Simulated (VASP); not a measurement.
# CdF2 in VASP: notebook

CdF2 is run at these levels: PBEsol; tasks: single point.

Everything below comes from runs of VASP 6.6.1. Logs are shortened: lines on timing, memory, paths and dates and some standing lists are left out, and cuts for length are marked.

## 1. The cell of the first run

Symmetry: I4/mmm, No. 139, tetragonal system. Conventional cell: a = 3.879 Å, b = 3.879 Å, c = 5.182 Å, α = 90.00°, β = 90.00°, γ = 90.00°. Within 3.1 Å of Cd (site symmetry 4/mmm) lie 8 F at 2.33 Å. Within 3.1 Å of F (site symmetry -4m2) lie 4 Cd at 2.33 Å and 6 F at 2.59 to 2.74 Å.

## 2. Single point, PBEsol

File INCAR:

```
ALGO = Normal
EDIFF = 1E-6
ENCUT = 520
GGA = PS
ISIF = 2
ISMEAR = 0
LASPH = T
LCHARG = F
LREAL = F
LWAVE = F
NBANDS = 20
NELM = 60
PREC = Accurate
SIGMA = 0.05
```

File KPOINTS:

```
k-points
0
Gamma
  8 8 8
```

File POSCAR:

```
CdF2
1.0
    0.0000000000      2.7425493236      2.5911202199
    2.7425493236      0.0000000000      2.5911202199
    2.7425493236      2.7425493236      0.0000000000
Cd F
1 2
Direct
    0.0000000000      0.0000000000      0.0000000000
    0.2500000000      0.2500000000      0.2500000000
    0.7500000000      0.7500000000      0.7500000000
```

Potentials or basis: VASP PAW PBE potentials, release 64 (Cd, F).

The run is started by

```console
> cat potpaw_PBE.64/Cd/POTCAR potpaw_PBE.64/F/POTCAR > POTCAR
> mpirun -np 1 vasp_std > vasp.out
```

OUTCAR:

```text
EDIFF = 1E-6
   ENCUT = 520
   GGA = PS
   ISIF = 2
   ISMEAR = 0
   LASPH = T
   LREAL = F
   NELM = 60
   PREC = Accurate

 ion  position               nearest neighbor table
   1  0.000  0.000  0.000-   3 2.33   3 2.33   3 2.33   2 2.33   2 2.33   2 2.33   3 2.33   2 2.33

   2  0.250  0.250  0.250-   1 2.33   1 2.33   1 2.33   1 2.33
   3  0.750  0.750  0.750-   1 2.33   1 2.33   1 2.33   1 2.33

  LATTYP: Found a body centered tetragonal cell.
 ALAT       =     3.8785504489
 C/A-ratio  =     1.3361281510

  Lattice vectors:

 A1 = (   0.0000000000,  -2.7425493236,  -2.5911202199)
 A2 = (   0.0000000000,   2.7425493236,  -2.5911202199)
 A3 = (   2.7425493236,   0.0000000000,   2.5911202199)

Analysis of symmetry for initial positions (statically):
=====================================================================
 Subroutine PRICEL returns:
 Original cell was already a primitive cell.

 Routine SETGRP: Setting up the symmetry group for a
 body centered tetragonal supercell.

 Subroutine GETGRP returns: Found 16 space group operations
 (whereof 16 operations were pure point group operations)
 out of a pool of 16 trial point group operations.

The static configuration has the point symmetry D_4h.

Analysis of symmetry for dynamics (positions and initial velocities):
=====================================================================
 Subroutine PRICEL returns:
 Original cell was already a primitive cell.

 Routine SETGRP: Setting up the symmetry group for a
 body centered tetragonal supercell.

 Subroutine GETGRP returns: Found 16 space group operations
 (whereof 16 operations were pure point group operations)
 out of a pool of 16 trial point group operations.

The dynamic configuration has the point symmetry D_4h.

 Subroutine INISYM returns: Found 16 space group operations
 (whereof 16 operations are pure point group operations),
 and found     1 'primitive' translations

----------------------------------------------------------------------------------------

                                     Primitive cell

  volume of cell :      38.9786

  direct lattice vectors                    reciprocal lattice vectors
     0.000000000  2.742549324  2.591120220    -0.182312127  0.182312127  0.192966732
     2.742549324  0.000000000  2.591120220     0.182312127 -0.182312127  0.192966732
     2.742549324  2.742549324  0.000000000     0.182312127  0.182312127 -0.192966732

  length of vectors
     3.772993611  3.772993611  3.878550449     0.322042827  0.322042827  0.322042827

  position of ions in fractional coordinates (direct lattice)
     0.000000000  0.000000000  0.000000000
     0.250000000  0.250000000  0.250000000
     0.750000000  0.750000000  0.750000000

  ion indices of the primitive-cell ions
   primitive index   ion index
                 1           1
                 2           2
                 3           3

----------------------------------------------------------------------------------------

 KPOINTS: k-points

Automatic generation of k-mesh.
 Grid dimensions read from file:
 generate k-points for:    8    8    8

 Generating k-lattice:

  Cartesian coordinates                     Fractional coordinates (reciprocal lattice)
    -0.022789016  0.022789016  0.024120841     0.125000000 -0.000000000  0.000000000
     0.022789016 -0.022789016  0.024120841    -0.000000000  0.125000000  0.000000000
     0.022789016  0.022789016 -0.024120841     0.000000000  0.000000000  0.125000000

  Length of vectors
     0.040255353  0.040255353  0.040255353

  Shift w.r.t. Gamma in fractional coordinates (k-lattice)
     0.000000000  0.000000000  0.000000000

 Subroutine IBZKPT returns following result:
 ===========================================

 Found     59 irreducible k-points:

 Following reciprocal coordinates:
            Coordinates               Weight
  0.000000  0.000000  0.000000      1.000000
  0.125000 -0.000000  0.000000      8.000000
  0.250000 -0.000000  0.000000      8.000000
  0.375000 -0.000000  0.000000      8.000000
  0.500000 -0.000000  0.000000      4.000000
  0.125000  0.125000  0.000000      2.000000
[... 16 lines left out ...]
  0.250000 -0.000000  0.125000     16.000000
  0.375000 -0.000000  0.125000     16.000000
 [... further k-points ...]
   k-points           NKPTS =     59   k-points in BZ     NKDIM =     59   number of bands    NBANDS=     20
   number of dos      NEDOS =    301   number of ions     NIONS =      3
   total plane-waves  NPLWV =  23520
   dimension x,y,z NGX =    28 NGY =   28 NGZ =   30
   dimension x,y,z NGXF=    56 NGYF=   56 NGZF=   60
   ions per type =               1   2
   NGX,Y,Z   is equivalent  to a cutoff of  12.34, 12.34, 12.86 a.u.
   NGXF,Y,Z  is equivalent  to a cutoff of  24.67, 24.67, 25.72 a.u.
 SYSTEM =  unknown system
   PREC   = accura    normal or accurate (medium, high low for compatibility)
   ISTART =      0    job   : 0-new  1-cont  2-samecut
   ICHARG =      2    charge: 1-file 2-atom 10-const
   ISPIN  =      1    spin polarized calculation?
   LNONCOLLINEAR =      F non collinear calculations
   LSORBIT =      F    spin-orbit coupling
   LASPH  =      T    aspherical Exc in radial PAW
   ENCUT  =  520.0 eV  38.22 Ry    6.18 a.u.   7.02  7.02  7.21*2*pi/ulx,y,z
   NELM   =     60;   NELMIN=  2; NELMDL= -5     # of ELM steps
   EDIFF  = 0.1E-05   stopping-criterion for ELM
   LREAL  =      F    real-space projection
   EDIFFG = 0.1E-04   stopping-criterion for IOM
   NSW    =      0    number of steps for IOM
   IBRION =     -1    ionic relax: 0-MD 1-quasi-New 2-CG
   NFREE  =      0    steps in history (QN), initial steepest desc. (CG)
   ISIF   =      2    stress and relaxation
   ISYM   =      2    0-nonsym 1-usesym 2-fastsym
   POTIM  = 0.5000    time-step for ionic-motion
   TEBEG  =    0.0;   TEEND  =   0.0 temperature during run
   PSTRESS=    0.0 pullay stress
   NELECT =      26.0000    total number of electrons
   NUPDOWN=      -1.0000    fix difference up-down
   EMIN   =  10.00;   EMAX   =-10.00  energy-range for DOS
   EFERMI =   0.00;   METHOD = LEGACY
   ISMEAR =     0;   SIGMA  =   0.05  broadening in eV -4-tet -1-fermi 0-gaus
   EFERMI_NEDOS =   21; number of points for ismear=-14 and -15
   IALGO  =     38    algorithm
   IMIX   =      4    mixing-type and parameters
     AMIX     =   0.40;   BMIX     =  1.00
     AMIX_MAG =   1.60;   BMIX_MAG =  1.00
  volume/ion in A,a.u.               =      12.99        87.68
  Fermi-wavevector in a.u.,A,eV,Ry     =   1.430399  2.703062 27.838073  2.046041
  Thomas-Fermi vector in A             =   2.550248
   LORBIT       =      0    0 simple, 1 ext, 2 COOP (PROOUT), +10 PAW based schemes
   GGA     = PS    functional components
   LHFCALC =     F    Hartree Fock is set to
   AEXX    =    0.0000 exact exchange contribution
   IVDW    =     0    specifies the selected vdW correction
   LEPSILON=     F    determine dielectric tensor
   LRPA    =     F    only Hartree local field effects (RPA)
 non-spin polarized calculation
 Gauss-broadening in eV      SIGMA  =   0.05
  energy-cutoff  :      520.00
  volume of cell :       38.98
 maximum number of plane-waves:      1066
   NGX = 13   NGY = 13   NGZ = 15

 number of electron      26.0000002 magnetization

 Free energy of the ion-electron system (eV)
  ---------------------------------------------------
  ext. energy  EPLUGINS =         0.00000000
  ---------------------------------------------------
  free energy    TOTEN  =       -11.56318870 eV

  energy without entropy =      -11.56318870  energy(sigma->0) =      -11.56318870

 E-fermi :  -1.1260     XC(G=0): -10.7286

 val. band max:       -1.3411065327   @ k =  -0.1250   0.5000   0.3750
 cond. band min:       1.4675212382   @ k =   0.0000   0.0000   0.0000
 fundamental gap:      2.8086277709
 Fermi energy:        -1.1259650236

 k-point     1 :       0.0000    0.0000    0.0000
  band No.  band energies     occupation
      1     -22.1457      2.00000
      2     -20.9838      2.00000
      3      -7.0570      2.00000
      4      -7.0570      2.00000
      5      -7.0387      2.00000
      6      -5.8161      2.00000
[... 12 lines left out ...]
     19      17.6376      0.00000
     20      18.9766      0.00000

 k-point     2 :       0.1250   -0.0000    0.0000
  band No.  band energies     occupation
      1     -22.0941      2.00000
      2     -21.0309      2.00000
      3      -7.0000      2.00000
      4      -6.9818      2.00000
      5      -6.8816      2.00000
      6      -5.8331      2.00000
[... 12 lines left out ...]
     19      17.2861      0.00000
     20      18.5184      0.00000

 k-point     3 :       0.2500   -0.0000    0.0000
  band No.  band energies     occupation
      1     -21.9531      2.00000
      2     -21.1572      2.00000
      3      -6.8719      2.00000
      4      -6.8312      2.00000
      5      -6.4286      2.00000
      6      -5.8399      2.00000
[... 12 lines left out ...]
     19      17.6999      0.00000
     20      17.9901      0.00000

 k-point     4 :       0.3750   -0.0000    0.0000
  band No.  band energies     occupation
      1     -21.7584      2.00000
      2     -21.3339      2.00000
      3      -6.7725      2.00000
      4      -6.7010      2.00000
      5      -5.8565      2.00000
      6      -5.7983      2.00000
[... 12 lines left out ...]
     19      17.1201      0.00000
     20      17.5047      0.00000

 k-point     5 :       0.5000   -0.0000    0.0000
  band No.  band energies     occupation
      1     -21.5808      2.00000
      2     -21.5033      2.00000
      3      -6.7444      2.00000
      4      -6.6591      2.00000
      5      -5.7602      2.00000
      6      -5.7076      2.00000
[... 12 lines left out ...]
     19      16.9168      0.00000
     20      17.1275      0.00000

 k-point     6 :       0.1250    0.1250    0.0000
  band No.  band energies     occupation
      1     -22.0647      2.00000
      2     -21.0599      2.00000
      3      -6.9745      2.00000
      4      -6.9744      2.00000
      5      -6.8044      2.00000
      6      -5.8704      2.00000
[... 12 lines left out ...]
     19      17.8109      0.00000
     20      18.4721      0.00000

 k-point     7 :       0.2500    0.1250    0.0000
  band No.  band energies     occupation
      1     -21.9456      2.00000
      2     -21.1668      2.00000
      3      -6.8562      2.00000
      4      -6.8314      2.00000
      5      -6.4634      2.00000
      6      -5.9660      2.00000
[... 12 lines left out ...]
     19      17.6409      0.00000
     20      19.5288      0.00000
[... 277 lines left out ...]
 k-point    20 :      -0.3750    0.3750    0.0000
  band No.  band energies     occupation
      1     -21.5485      2.00000
      2     -21.4866      2.00000
      3      -6.6824      2.00000
      4      -6.2140      2.00000
      5      -5.8796      2.00000
      6      -5.8679      2.00000
[... 12 lines left out ...]
     19      18.6603      0.00000
     20      19.5782      0.00000

 k-point    21 :       0.5000    0.5000    0.0000
  band No.  band energies     occupation
      1     -21.5530      2.00000
      2     -21.4732      2.00000
      3      -6.9056      2.00000
      4      -6.0852      2.00000
      5      -6.0852      2.00000
      6      -5.6665      2.00000
[... 12 lines left out ...]
     19      18.2915      0.00000
     20      19.5003      0.00000

 k-point    22 :       0.1250    0.0000    0.1250
  band No.  band energies     occupation
      1     -22.0846      2.00000
      2     -21.0362      2.00000
      3      -6.9581      2.00000
      4      -6.9570      2.00000
      5      -6.8511      2.00000
      6      -5.8953      2.00000
[... 12 lines left out ...]
     19      17.7943      0.00000
     20      18.8905      0.00000

 k-point    23 :       0.2500   -0.0000    0.1250
  band No.  band energies     occupation
      1     -21.9831      2.00000
      2     -21.1240      2.00000
      3      -6.8384      2.00000
      4      -6.8268      2.00000
      5      -6.5055      2.00000
      6      -5.9796      2.00000
[... 12 lines left out ...]
     19      18.4293      0.00000
     20      19.1688      0.00000

 k-point    24 :       0.3750   -0.0000    0.1250
  band No.  band energies     occupation
      1     -21.8182      2.00000
      2     -21.2701      2.00000
      3      -6.7191      2.00000
      4      -6.6832      2.00000
      5      -6.0038      2.00000
      6      -5.9491      2.00000
[... 12 lines left out ...]
     19      17.8029      0.00000
     20      19.2022      0.00000

 [... further k-points ...]

------------------------ aborting loop because EDIFF is reached ----------------------------------------

  FORCE on cell =-STRESS in cart. coord.  units (eV):
  Direction    XX          YY          ZZ          XY          YZ          ZX
  --------------------------------------------------------------------------------------
  -------------------------------------------------------------------------------------
  Total       -0.3052599     -0.3052599      1.2412600      0.0000000     -0.0000000      0.0000000
  in kB      -12.5474051    -12.5474051     51.0207550      0.0000000     -0.0000000      0.0000000
  external PRESSURE =       8.6419816 kB  Pullay stress =       0.0000000 kB

 VOLUME and BASIS-vectors are now :
 -----------------------------------------------------------------------------
  energy-cutoff  :      520.00
  volume of cell :       38.98
      direct lattice vectors                 reciprocal lattice vectors
     0.000000000  2.742549324  2.591120220    -0.182312127  0.182312127  0.192966732
     2.742549324  0.000000000  2.591120220     0.182312127 -0.182312127  0.192966732
     2.742549324  2.742549324  0.000000000     0.182312127  0.182312127 -0.192966732

 POSITION                                       TOTAL-FORCE (eV/Angst)
 -----------------------------------------------------------------------------------
      0.00000      0.00000      0.00000         0.000000     -0.000000      0.000000
      1.37127      1.37127      1.29556         0.000000      0.000000     -0.000000
      4.11382      4.11382      3.88668        -0.000000     -0.000000      0.000000
 -----------------------------------------------------------------------------------
    total drift:                                0.000000      0.000000      0.000000

  FREE ENERGIE OF THE ION-ELECTRON SYSTEM (eV)
  ---------------------------------------------------
  free  energy   TOTEN  =       -11.5631886992 eV

  energy  without entropy=      -11.5631886992  energy(sigma->0) =      -11.56318870
```

It took 18 s on 1 thread of Intel Xeon 6975P-C (Granite Rapids), shared host; peak memory 0.18 GiB.

What came out:

```
Free energy            : -11.5632 eV
Pressure               : 0.9 GPa
Band gap on the k mesh : 2.81 eV (least direct gap 3.32 eV)
```

Caveat: the cell differs from its parent crystal (strain +e along x and -e along y +0.0000, strain +e along z and -e/2 along x and y -0.0375); the PAW data sets were made with another functional, which shifts forces and pressure a little.

(Part 1 of 2 ends here.)
